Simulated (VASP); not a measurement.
A run of VASP 6.6.1 is set up as follows.

INCAR

```
SYSTEM = Ti
  PREC = Accurate
  ENCUT = 520
  EDIFF = 1E-6
  ISMEAR = 0
  SIGMA = 0.15
  LREAL = .FALSE.
  LASPH = .TRUE.
  NELM = 100
  ALGO = Fast
  ISIF = 2
  LWAVE = .FALSE.
  LCHARG = .TRUE.
  GGA = PS
  LELF = .TRUE.
  LVHAR = .TRUE.
  NBANDS = 25
```

The input KPOINTS:

```
Automatic mesh
0
G
  12 12 14
  0 0 0
```

File POSCAR:

```
Ti
1.0
    4.5420000000      0.0000000000      0.0000000000
   -2.2710000000      3.9334873840      0.0000000000
    0.0000000000      0.0000000000      2.6584000000
Ti
3
Direct
    0.0000000000      0.0000000000      0.0000000000
    0.3333333333      0.6666666667      0.5000000000
    0.6666666667      0.3333333333      0.5000000000
```

Potentials or basis: VASP PAW PBE potentials, release 64 (Ti_sv).

Launch:

```console
$ cat potpaw_PBE.64/Ti_sv/POTCAR > POTCAR
$ mpirun -np 1 vasp_std > vasp.out
```

Q: Predict the pressure.

A: 5.1 GPa.

Q: What does it give for the band gap on the k mesh?

A: Zero (band 18 reaches 9.09 eV, above the bottom of band 19 at 8.76 eV).

Stress tensor (GPa, compression positive):
```
 0.91  0.00  0.00
 0.00  0.91  0.00
 0.00  0.00 13.46
```

Caveat: the PAW data sets were made with another functional, which shifts forces and pressure a little.
